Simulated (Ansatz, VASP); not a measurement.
HfO2: VASP beside Ansatz

```xyz
3
Lattice="0.0000 2.6170 2.5489 2.4809 0.0000 2.5489 2.4809 2.6170 0.0000" Properties=species:S:1:pos:R:3 pbc="T T T"
Hf    0.0000    0.0000    0.0000
O     1.2404    1.3085    1.2745
O     3.7213    3.9255    3.8234
```

Change from the starting cell: normal strain along x -0.0267, normal strain along y +0.0267.

Alike in both runs: task single point; functional PBE; k mesh 8 × 8 × 8; occupations gaussian, width 0.05 eV; no spin polarisation.

|  | VASP | Ansatz |
| --- | --- | --- |
| version | VASP 6.6.1 | Ansatz 0.2.0 |
| potentials or method | VASP PAW PBE potentials, release 64 (Hf_pv, O), cutoff 520 eV | scalar-relativistic, plane waves, PAW |
| valence electrons in the cell | 22 | 38 |

|  | VASP | Ansatz | Ansatz less VASP |
| --- | --- | --- | --- |
| gap on the k mesh at the Fermi level (eV) | 3.23 | 3.24 | +0.013 |
| least direct gap on the mesh (eV) | 3.40 | 3.40 | -0.001 |
| pressure (GPa) | -3.4 | 0.3 | +3.65 |
| traceless stress, the component that is largest in VASP (GPa) | 12.30 | 12.09 | -0.208 |

With one functional, cell and mesh, what is left measures potentials, basis and numerics. VASP's potentials hold 22 valence electrons a cell and Ansatz's 38, so a difference there can come from the potentials and not from the codes.

Spin-orbit coupling is off throughout.
